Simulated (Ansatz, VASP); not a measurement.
**CoO: VASP beside Ansatz**

```
Co O
1.0
     0.00000    2.13604    2.13604
     2.13604    0.00000    2.13604
     2.13604    2.13604    0.00000
Co O
1 1
Direct
  0.00000 0.00000 0.00000
  0.50000 0.50000 0.50000
```

Alike in both runs: functional PBE; k mesh 16 × 16 × 16; occupations gaussian, width 0.1 eV; collinear spin; Hubbard terms Co d U = 3.32 eV.

Ansatz relaxed the structure, and its values are those at the end. VASP's run is a single point on that final structure, the one shown.

```csv
,VASP,Ansatz
version,VASP 6.6.1,Ansatz 0.2.0
potentials or method,"VASP PAW PBE potentials, release 64 (Co, O), cutoff 520 eV","scalar-relativistic, plane waves, PAW"
valence electrons in the cell,15,23
```

|  | VASP | Ansatz | Ansatz less VASP |
| --- | --- | --- | --- |
| gap on the k mesh at the Fermi level (eV) | none | none | - |
| pressure (GPa) | -3.1 | -0.1 | +2.99 |
| net moment per atom (μB) | 1.50 | 1.46 | -0.043 |
| size of the moment on the site where the two differ most (μB) | 2.73 | 2.54 | -0.191 |

Site moments also hang on the region over which each program counts them. The programs project onto different local orbitals, so the same U acts differently, and such runs can settle in different states. A gap of «none» marks a metal or a gap that the smearing closes. VASP's potentials hold 15 valence electrons a cell and Ansatz's 23, so a difference there can come from the potentials and not from the codes. Ansatz's warnings: filled band counts differ across k points.
